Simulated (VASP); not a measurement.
# CaF: single point with PBE

CaF:

```
CELL_PARAMETERS angstrom
5.33490 0.00000 0.00000
0.00000 5.33490 0.00000
0.00000 0.00000 7.59514
ATOMIC_POSITIONS crystal
Ca 0.50000 0.50000 0.00000
Ca 0.00000 0.00000 0.00000
F 0.50000 0.50000 0.73368
F 0.50000 0.50000 0.26632
```

```
Program                : VASP 6.6.1
Task                   : single point
Functional             : PBE
Potentials or basis    : VASP PAW PBE potentials, release 64 (Ca_sv, F)
Cutoff                 : 600 eV
k mesh                 : 4 × 4 × 4
Occupations            : gaussian, width 0.1 eV
Spin                   : no spin polarisation
Dipole correction      : no
Further INCAR settings : ALGO = Normal; EDIFF = 1e-06; NBANDS = 25
```

| Property | Result |
| --- | --- |
| Pressure | 0.4 GPa |
| Largest force | 0.133 eV/Å |
| Band gap on the k mesh | zero (band 17 reaches -1.71 eV, above the bottom of band 18 at -1.87 eV) |

Forces on the atoms (eV/Å):
```
Ca   0.000  0.000  0.000
Ca   0.000  0.000  0.000
F    0.000  0.000 -0.133
F    0.000  0.000  0.133
```

Stress tensor (GPa, compression positive):
```
0.20 0.00 0.00
0.00 0.20 0.00
0.00 0.00 0.71
```

Levels at points of the mesh, in eV from the Fermi level:
| k point | band 15 | band 16 | band 17 | band 18 | band 19 | band 20 |
| --- | --- | --- | --- | --- | --- | --- |
| (0.00, 0.00, 0.00) | -2.69 | -2.12 | -1.84 | 0.33 | 0.94 | 1.43 |
| (0.50, 0.00, 0.00) | -2.69 | -2.12 | -0.48 | -0.01 | 1.16 | 1.31 |
| (0.50, 0.50, 0.00) | -2.77 | -2.12 | 0.14 | 0.38 | 1.24 | 1.24 |
| (0.00, 0.00, 0.50) | -2.66 | -2.32 | -1.81 | 0.33 | 0.94 | 1.51 |
| (0.50, 0.00, 0.50) | -2.66 | -2.32 | -0.47 | 0.01 | 1.16 | 1.29 |
| (0.50, 0.50, 0.50) | -2.73 | -2.32 | 0.16 | 0.38 | 1.25 | 1.25 |

Wall time 100 s on 1 thread of AMD EPYC 7R13 Processor (Zen 3) (shared host), peak memory 0.39 GiB.
